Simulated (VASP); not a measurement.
Input of a VASP 6.6.1 run:

Contents of INCAR:

```
PREC = Accurate
ENCUT = 600
EDIFF = 1E-7
ISMEAR = -1
SIGMA = 0.1
LREAL = F
LASPH = T
NELM = 60
ALGO = Normal
ISIF = 3
LWAVE = F
LCHARG = F
GGA = B5
ALDAX = 1.0
AGGAX = 1.0
AGGAC = 1.0
ALDAC = 0.0
IBRION = 2
NSW = 80
EDIFFG = -0.01
```

File KPOINTS:

```
Automatic mesh
0
Gamma
  11 11 11
```

Contents of POSCAR:

```
Pb
1.0
   -1.9646072269      1.9646072269      1.9646072269
    1.9646072269     -1.9646072269      1.9646072269
    1.9646072269      1.9646072269     -1.9646072269
Pb
1
Direct
    0.0000000000      0.0000000000      0.0000000000
```

Potentials or basis: VASP PAW PBE potentials, release 64 (Pb_d).

Command:

```console
$ cat potpaw_PBE.64/Pb_d/POTCAR > POTCAR
$ mpirun -np 1 vasp_std > vasp.out
```

(1) Predict the relaxed cell.

(2) Predict the band gap on the k mesh.

(3) Predict the relaxed volume.

(4) Predict the space group after relaxing (to 0.1 Å).

## Answers

(1) a = 3.563 Å, b = 3.563 Å, c = 3.563 Å, α = 109.47°, β = 109.47°, γ = 109.47°.

(2) zero (bands 7 and 8 overlap by 7.86 eV).

(3) 34.83 Å³/atom.

(4) Im-3m (No. 229).

Caveat: the PAW data sets were made with another functional, which shifts forces and pressure a little; spin-orbit coupling is left out, which moves the levels of the heavy elements.
